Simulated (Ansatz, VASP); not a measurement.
PbS: VASP beside Ansatz

```
Pb S
1.0
     3.65577    0.00000    0.00000
     0.00000    3.65577    0.00000
     0.00000    0.00000    3.60174
Pb S
1 1
Direct
  0.00000 0.00000 0.00000
  0.50000 0.50000 0.50000
```

Change from the starting cell: strain +0.0150 x Voigt [1, 1, 0, 0, 0, 0], atoms carried along.

Alike in both runs: task single point; functional PBE; dispersion D3(BJ); k mesh 16 × 16 × 16; occupations gaussian, width 0.15 eV; no spin polarisation.

|  | VASP | Ansatz |
| --- | --- | --- |
| version | VASP 6.6.1 | Ansatz 0.2.0 |
| potentials or method | VASP PAW PBE potentials, release 64 (Pb_d, S), cutoff 520 eV | scalar-relativistic, plane waves, PAW |
| valence electrons in the cell | 20 | 20 |

```tsv
	VASP	Ansatz	Ansatz less VASP
gap on the k mesh at the Fermi level (eV)	none	none	-
pressure (GPa)	-1.8	-1.8	+0.08
traceless stress, the component that is largest in VASP (GPa)	0.90	0.90	+0.002
```

A gap of «none» marks a metal or a gap that the smearing closes.

Neither program's run includes spin-orbit coupling.
